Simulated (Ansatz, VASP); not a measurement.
# HgTe in VASP and in Ansatz

```
Hg Te
1.0
     0.00000    3.18000    3.18000
     3.18000    0.00000    3.18000
     3.18000    3.18000    0.00000
Hg Te
1 1
Direct
  0.00000 0.00000 0.00000
  0.50000 0.50000 0.50000
```

Alike in both runs: task single point; functional PBE; k mesh 7 × 7 × 7; occupations gaussian, width 0.028 eV; no spin polarisation.

```csv
,VASP,Ansatz
version,VASP 6.6.1,Ansatz 0.2.0
potentials or method,"VASP PAW PBE potentials, release 64 (Hg, Te)",Ansatz PAW
plane-wave cutoff (eV),520,420
valence electrons in the cell,18,36
```

```csv
,VASP,Ansatz,Ansatz less VASP
gap on the k mesh at the Fermi level (eV),none,none,-
pressure (GPa),-3.7,-3.8,-0.06
```

A gap of «none» marks a metal or a gap that the smearing closes. VASP's potentials hold 18 valence electrons a cell and Ansatz's 36, so a difference there can come from the potentials and not from the codes.

Neither program's run includes spin-orbit coupling.
